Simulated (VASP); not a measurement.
Wanted: the native input for a VASP 6.6.1 run.

| Property | Result |
| --- | --- |
| Task | single point |
| Functional | PBE |
| Potentials or basis | VASP PAW PBE potentials, release 64 (C) |
| Cutoff | 520 eV |
| k mesh | 8 × 8 × 4 |
| Occupations | fermi-dirac, width 0.05 eV |
| Spin | no spin polarisation |
| Dipole correction | no |
| Further INCAR settings | ALGO = Normal; EDIFF = 1e-06; NBANDS = 11 |

The structure of C lies in POSCAR:

```
C
1.0
    2.1273203072     -1.2282824400      0.0000000000
    2.1273203072      1.2282824400      0.0000000000
   -1.3790696309      0.0000000000      3.5028300786
C
2
Direct
    0.1666444700      0.1666444700      0.9999069600
    0.8333555300      0.8333555300      0.0000930400
```

The input as run:

INCAR

```
SYSTEM = C
ALGO = Normal
EDIFF = 1E-6
ENCUT = 520
GGA = PE
ISIF = 2
ISMEAR = -1
LASPH = .TRUE.
LCHARG = .FALSE.
LREAL = .FALSE.
LWAVE = .FALSE.
NBANDS = 11
NELM = 60
PREC = Accurate
SIGMA = 0.05
```

KPOINTS

```
k-points
0
G
  8 8 4
  0 0 0
```

Potentials or basis: VASP PAW PBE potentials, release 64 (C).

The run is started by

```bash
$ cat potpaw_PBE.64/C/POTCAR > POTCAR
$ mpirun -np 1 vasp_std > vasp.out
```

It gave:

```json
{
 "Pressure": "4.2 GPa",
 "Largest force": "0.005 eV/Å",
 "Band gap on the k mesh": "1.68 eV, direct"
}
```

Caveat: the k points lie up to 0.45 Å⁻¹ apart; this functional lacks dispersion, which binds the layers, so the pressure and a relaxed spacing across them are unreliable.

It took 20 s on 1 thread of Intel Xeon 8259CL (shared host), peak memory 0.12 GiB.
